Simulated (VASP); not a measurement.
# Ga3P2 (R-3c) in VASP: relaxation of cell and atoms with PBE

Aim: the relaxation of cell and atoms of Ga3P2 with PBE.

Everything below comes from runs of VASP 6.6.1. Logs are shortened: lines on timing, memory, paths and dates and some standing lists are left out, and cuts for length are marked.

**1. The cell of the first run**

The structure is trigonal, space group R-3c (No. 167). Conventional cell: a = 6.481 Å, b = 6.481 Å, c = 16.681 Å, α = 90.00°, β = 90.00°, γ = 120.00°. Within 3.4 Å of Ga (site symmetry 2) lie 4 P at 2.51 to 2.62 Å and 4 Ga at 3.19 to 3.38 Å. P (site symmetry 3) has 6 Ga at 2.51 to 2.62 Å within 3.3 Å.

**2. Relaxation of cell and atoms, PBE**

INCAR reads:

```
PREC = Accurate ; ENCUT = 600
EDIFF = 1E-6 ; ISMEAR = 0
SIGMA = 0.1 ; LREAL = False
LASPH = True ; NELM = 100
ALGO = Normal ; ISIF = 3
LWAVE = False ; LCHARG = False
GGA = PE ; IBRION = 2
NSW = 100 ; EDIFFG = -0.01
```

KPOINTS reads:

```
regular mesh
0
Gamma
  6 6 6
```

POSCAR reads:

```
Ga3P2
1.0
    3.2403521725      1.8708181991      5.5602637762
   -3.2403521725      1.8708181991      5.5602637762
    0.0000000000     -3.7416363982      5.5602637762
Ga P
6 4
Direct
    0.5345899786      0.9654100214      0.2500000000
    0.2500000000      0.5345899786      0.9654100214
    0.9654100214      0.2500000000      0.5345899786
    0.4654100214      0.0345899786      0.7500000000
    0.7500000000      0.4654100214      0.0345899786
    0.0345899786      0.7500000000      0.4654100214
    0.3612828212      0.3612828212      0.3612828212
    0.1387171788      0.1387171788      0.1387171788
    0.6387171788      0.6387171788      0.6387171788
    0.8612828212      0.8612828212      0.8612828212
```

Potentials or basis: VASP PAW PBE potentials, release 64 (Ga_d, P).

Launch:

```console
cat potpaw_PBE.64/Ga_d/POTCAR potpaw_PBE.64/P/POTCAR > POTCAR
mpirun -np 1 vasp_std > vasp.out
```

OUTCAR:

```text
PREC = Accurate
   ENCUT = 600
   EDIFF = 1E-6
   ISMEAR = 0
   LREAL = False
   LASPH = True
   NELM = 100
   ISIF = 3
   GGA = PE
   IBRION = 2
   NSW = 100
   EDIFFG = -0.01

 ion  position               nearest neighbor table
   1  0.535  0.965  0.250-   9 2.51  10 2.51   7 2.62   8 2.62
   2  0.250  0.535  0.965-  10 2.51   9 2.51   7 2.62   8 2.62
   3  0.965  0.250  0.535-   9 2.51  10 2.51   7 2.62   8 2.62
   4  0.465  0.035  0.750-   7 2.51   8 2.51   9 2.62  10 2.62
   5  0.750  0.465  0.035-   8 2.51   7 2.51   9 2.62  10 2.62
   6  0.035  0.750  0.465-   7 2.51   8 2.51   9 2.62  10 2.62
   7  0.361  0.361  0.361-   6 2.51   4 2.51   5 2.51   1 2.62   3 2.62   2 2.62
   8  0.139  0.139  0.139-   5 2.51   4 2.51   6 2.51   1 2.62   3 2.62   2 2.62
   9  0.639  0.639  0.639-   3 2.51   1 2.51   2 2.51   4 2.62   5 2.62   6 2.62
  10  0.861  0.861  0.861-   2 2.51   1 2.51   3 2.51   4 2.62   5 2.62   6 2.62

  LATTYP: Found a trigonal (rhomboedric) cell.
 ALAT       =     6.7019680838
 COS(alpha) =     0.5324697542

  Lattice vectors:

 A1 = (   3.2403521725,   1.8708181991,   5.5602637762)
 A2 = (  -3.2403521725,   1.8708181991,   5.5602637762)
 A3 = (   0.0000000000,  -3.7416363982,   5.5602637762)

Analysis of symmetry for initial positions (statically):
=====================================================================
 Subroutine PRICEL returns:
 Original cell was already a primitive cell.

 Routine SETGRP: Setting up the symmetry group for a
 trigonal (rhombohedral) supercell.

 Subroutine GETGRP returns: Found 12 space group operations
 (whereof  6 operations were pure point group operations)
 out of a pool of 12 trial point group operations.

The static configuration has the point symmetry S_6 .
 The point group associated with its full space group is D_3d.

Analysis of symmetry for dynamics (positions and initial velocities):
=====================================================================
 Subroutine PRICEL returns:
 Original cell was already a primitive cell.

 Routine SETGRP: Setting up the symmetry group for a
 trigonal (rhombohedral) supercell.

 Subroutine GETGRP returns: Found 12 space group operations
 (whereof  6 operations were pure point group operations)
 out of a pool of 12 trial point group operations.

The dynamic configuration has the point symmetry S_6 .
 The point group associated with its full space group is D_3d.

 Subroutine INISYM returns: Found 12 space group operations
 (whereof  6 operations are pure point group operations),
[... 135 lines left out ...]
  Thomas-Fermi vector in A             =   2.417968
   LORBIT       =      0    0 simple, 1 ext, 2 COOP (PROOUT), +10 PAW based schemes
   GGA     = PE    functional components
   LHFCALC =     F    Hartree Fock is set to
   AEXX    =    0.0000 exact exchange contribution
   IVDW    =     0    specifies the selected vdW correction
   LEPSILON=     F    determine dielectric tensor
   LRPA    =     F    only Hartree local field effects (RPA)
 conjugate gradient relaxation of ions
 non-spin polarized calculation
 Gauss-broadening in eV      SIGMA  =   0.10
  energy-cutoff  :      600.00
  volume of cell :      202.24
 maximum number of plane-waves:      6768
 NGX is ok and might be reduce to    54
   NGX = 27   NGY = 27   NGZ = 27

--------------------------------------- Ionic step        1  -------------------------------------------

 number of electron      98.0000000 magnetization

 Free energy of the ion-electron system (eV)
  ---------------------------------------------------
  ext. energy  EPLUGINS =         0.00000000
  ---------------------------------------------------
  free energy    TOTEN  =       -38.89883610 eV

  energy without entropy =      -38.88002132  energy(sigma->0) =      -38.88942871

------------------------ aborting loop because EDIFF is reached ----------------------------------------

  FORCE on cell =-STRESS in cart. coord.  units (eV):
  Direction    XX          YY          ZZ          XY          YZ          ZX
  --------------------------------------------------------------------------------------
  -------------------------------------------------------------------------------------
  Total        0.4213338      0.4213338      1.2325234      0.0000000     -0.0000000      0.0000000
  in kB        3.3378470      3.3378470      9.7641692      0.0000000     -0.0000000      0.0000000
  external PRESSURE =       5.4799544 kB  Pullay stress =       0.0000000 kB
[... 113 lines left out ...]
  FREE ENERGIE OF THE ION-ELECTRON SYSTEM (eV)
  ---------------------------------------------------
  free  energy   TOTEN  =       -38.9046880719 eV

  energy  without entropy=      -38.8858468374  energy(sigma->0) =      -38.89526745

[... ionic steps 4 to 14 ...]

--------------------------------------- Ionic step       15  -------------------------------------------

 number of electron      97.9999978 magnetization

------------------------ aborting loop because EDIFF is reached ----------------------------------------
[... 83 lines left out ...]
--------------------------------------- Ionic step       17  -------------------------------------------

 number of electron      97.9999978 magnetization

 Free energy of the ion-electron system (eV)
  ---------------------------------------------------
  ext. energy  EPLUGINS =         0.00000000
  ---------------------------------------------------
  free energy    TOTEN  =       -38.90575198 eV

  energy without entropy =      -38.88734223  energy(sigma->0) =      -38.89654711

 E-fermi :   5.3663     XC(G=0): -10.0673

 val. band max:        5.3486247416   @ k =  -0.3333   0.3333   0.1667
 cond. band min:       5.4081125330   @ k =  -0.1667   0.3333   0.1667
 fundamental gap:      0.0594877914
 Fermi energy:         5.3663249520

 k-point     1 :       0.0000    0.0000    0.0000
  band No.  band energies     occupation
      1      -9.9118      2.00000
      2      -9.8154      2.00000
      3      -9.7707      2.00000
      4      -9.7701      2.00000
      5      -9.7679      2.00000
      6      -9.7679      2.00000
[... 1453 lines left out ...]
     57       8.5715      0.00000
     58       8.9118      0.00000

 [... further k-points ...]

------------------------ aborting loop because EDIFF is reached ----------------------------------------

  FORCE on cell =-STRESS in cart. coord.  units (eV):
  Direction    XX          YY          ZZ          XY          YZ          ZX
  --------------------------------------------------------------------------------------
  -------------------------------------------------------------------------------------
  Total        0.0203891      0.0203891      0.0958595      0.0000000      0.0000000      0.0000000
  in kB        0.1601469      0.1601469      0.7529316      0.0000000      0.0000000      0.0000000
  external PRESSURE =       0.3577418 kB  Pullay stress =       0.0000000 kB
[... 25 lines left out ...]
  FREE ENERGIE OF THE ION-ELECTRON SYSTEM (eV)
  ---------------------------------------------------
  free  energy   TOTEN  =       -38.9057519847 eV

  energy  without entropy=      -38.8873422336  energy(sigma->0) =      -38.89654711

 reached required accuracy - stopping structural energy minimisation
```

CONTCAR:

```text
Ga3P2
   1.00000000000000
     3.2393704950213609    1.8702514273434145    5.6114947670280237
    -3.2393704950213609    1.8702514273434145    5.6114947670280237
    -0.0000000000000000   -3.7405028546868291    5.6114947670280237
  Ga              P
     6     4
Direct
     0.5351412073241322    0.9648587926758678    0.2500000000000000
     0.2500000000000000    0.5351412073241323    0.9648587926758677
     0.9648587926758678    0.2500000000000000    0.5351412073241323
     0.4648587926758679    0.0351412073241321    0.7500000000000000
     0.7500000000000000    0.4648587926758679    0.0351412073241321
     0.0351412073241321    0.7500000000000000    0.4648587926758679
     0.3614271943031918    0.3614271943031918    0.3614271943031918
     0.1385728056968082    0.1385728056968082    0.1385728056968082
     0.6385728056968084    0.6385728056968084    0.6385728056968084
     0.8614271943031916    0.8614271943031916    0.8614271943031916

  0.00000000E+00  0.00000000E+00  0.00000000E+00
  0.00000000E+00  0.00000000E+00  0.00000000E+00
  0.00000000E+00  0.00000000E+00  0.00000000E+00
  0.00000000E+00  0.00000000E+00  0.00000000E+00
  0.00000000E+00  0.00000000E+00  0.00000000E+00
  0.00000000E+00  0.00000000E+00  0.00000000E+00
  0.00000000E+00  0.00000000E+00  0.00000000E+00
  0.00000000E+00  0.00000000E+00  0.00000000E+00
  0.00000000E+00  0.00000000E+00  0.00000000E+00
  0.00000000E+00  0.00000000E+00  0.00000000E+00
```

Wall time 74 min (1 thread of Intel Xeon Platinum 8375C at 2.90GHz (Ice Lake), shared host); peak memory 0.64 GiB.

Results:

```
Free energy                           : -38.9058 eV
Relaxed volume                        : 20.40 Å³/atom
Relaxed cell                          : a = 6.744 Å, b = 6.744 Å, c = 6.744 Å, α = 57.42°, β = 57.42°, γ = 57.42°
Space group after relaxing (to 0.1 Å) : R-3c (No. 167)
Energy gained by relaxing             : 0.7 meV/atom
Ionic steps                           : 17
Pressure after relaxing               : 0.0 GPa
Largest force after relaxing          : 0.008 eV/Å
Band gap on the k mesh                : zero (bands 49 and 50 overlap by 0.80 eV)
```

Forces on the atoms (eV/Å):
```
Ga   0.005  0.000  0.000
Ga  -0.003  0.005  0.000
Ga  -0.003 -0.005  0.000
Ga  -0.005  0.000  0.000
Ga   0.003 -0.005  0.000
Ga   0.003  0.005  0.000
P    0.000  0.000 -0.008
P    0.000  0.000  0.008
P    0.000  0.000  0.008
P    0.000  0.000 -0.008
```

The path:
| step | energy change (eV) | largest force (eV/Å) | pressure (GPa) | volume (Å³) |
| --- | --- | --- | --- | --- |
| 1 | 0.0000 | 0.0855 | 0.55 | 202.24 |
| 2 | -0.0059 | 0.0144 | 0.05 | 204.27 |
| 3 | -0.0059 | 0.0055 | -0.10 | 204.77 |
| 4 | -0.0059 | 0.0097 | -0.10 | 204.69 |
| 5 | -0.0059 | 0.0124 | 0.00 | 204.54 |
| 6 | -0.0059 | 0.0073 | -0.21 | 204.64 |
| 7 | -0.0059 | 0.0113 | -0.12 | 204.59 |
| 8 | -0.0065 | 0.0135 | -0.12 | 204.34 |
| 9 | -0.0065 | 0.0417 | 0.05 | 203.94 |
| 10 | -0.0067 | 0.0264 | 0.05 | 204.15 |
| 11 | -0.0067 | 0.0235 | -0.04 | 204.19 |
| 12 | -0.0067 | 0.0250 | -0.02 | 204.18 |
| 13 | -0.0068 | 0.0180 | 0.09 | 204.06 |
| 14 | -0.0068 | 0.0169 | 0.03 | 204.04 |
| 15 | -0.0068 | 0.0147 | 0.03 | 204.01 |
| 16 | -0.0069 | 0.0105 | 0.10 | 203.94 |
| 17 | -0.0069 | 0.0080 | 0.04 | 203.98 |

Final structure:
```yaml
crystal:
  lattice:
    - [3.23937, 1.87025, 5.61149]
    - [-3.23937, 1.87025, 5.61149]
    - [0.00000, -3.74050, 5.61149]
  atoms:
    - { symbol: Ga, position: [0.53514, 0.96486, 0.25000] }
    - { symbol: Ga, position: [0.25000, 0.53514, 0.96486] }
    - { symbol: Ga, position: [0.96486, 0.25000, 0.53514] }
    - { symbol: Ga, position: [0.46486, 0.03514, 0.75000] }
    - { symbol: Ga, position: [0.75000, 0.46486, 0.03514] }
    - { symbol: Ga, position: [0.03514, 0.75000, 0.46486] }
    - { symbol: P, position: [0.36143, 0.36143, 0.36143] }
    - { symbol: P, position: [0.13857, 0.13857, 0.13857] }
    - { symbol: P, position: [0.63857, 0.63857, 0.63857] }
    - { symbol: P, position: [0.86143, 0.86143, 0.86143] }
```

Levels at points of the mesh, in eV from the Fermi level:
```
           k point  band 45  band 46  band 47  band 48  band 49  band 50  band 51  band 52  band 53  band 54
(0.00, 0.00, 0.00)    -3.04    -1.69    -1.63    -1.51    -1.51     2.17     2.17     2.78     2.78     3.17
(0.50, 0.00, 0.00)    -2.45    -2.45    -0.40    -0.40    -0.17    -0.17     0.75     0.75     1.64     1.64
(0.50, 0.50, 0.00)    -2.83    -2.78    -2.36    -1.25    -0.62     0.21     0.29     1.84     2.02     2.13
(0.50, 0.50, 0.50)    -2.71    -2.71    -0.28    -0.28    -0.28    -0.28     0.93     0.93     1.86     1.86
```
